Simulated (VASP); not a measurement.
Write the native input for VASP 6.6.1 that does the following.

* Task: relaxation of cell and atoms
* Functional: LDA
* Potentials or basis: VASP PAW LDA potentials, release 64 (K_sv)
* Cutoff: 600 eV
* k mesh: 7 × 7 × 7
* Occupations: fermi-dirac, width 0.02 eV
* Spin: no spin polarisation
* Dipole correction: no
* Further INCAR settings: ALGO = Normal; EDIFF = 1e-07; IBRION = 2; EDIFFG = -0.02; NSW = 60; ISIF = 3

The structure of K lies in POSCAR:

```
K
1.0
    4.5249830000      0.0000000000      0.0000000000
   -1.5083276194      4.2661949021      0.0000000000
   -1.5083276194     -2.1330973508      3.6946332206
K
1
Direct
    0.0000000000      0.0000000000      0.0000000000
```

These files were run (other wordings do the same):

INCAR

```
SYSTEM = K
PREC = Accurate
ENCUT = 600
EDIFF = 1E-7
ISMEAR = -1
SIGMA = 0.02
LREAL = .False.
LASPH = .True.
NELM = 100
ALGO = Normal
ISIF = 3
LWAVE = .False.
LCHARG = .False.
IBRION = 2
NSW = 60
EDIFFG = -0.02
```

KPOINTS

```
Automatic mesh
0
Gamma
  7 7 7
  0 0 0
```

Potentials or basis: VASP PAW LDA potentials, release 64 (K_sv).

Launch:

```bash
$ cat potpaw_LDA.64/K_sv/POTCAR > POTCAR
$ mpirun -np 1 vasp_std > vasp.out
```

It gave:

| Item | Value |
| --- | --- |
| Relaxed volume | 64.37 Å³/atom |
| Relaxed cell | a = 4.373 Å, b = 4.373 Å, c = 4.373 Å, α = 109.47°, β = 109.47°, γ = 109.47° |
| Space group after relaxing (to 0.1 Å) | Im-3m (No. 229) |
| Energy gained by relaxing | 10.0 meV/atom |
| Ionic steps | 3 |
| Pressure after relaxing | 0.0 GPa |
| Band gap on the k mesh | zero (an odd number of electrons rules out a gap without spin polarisation) |

Run time: 16 s on 1 thread of AMD EPYC 9R45 96-Core Processor (Zen 5), with other jobs on the host, peak memory 0.15 GiB.
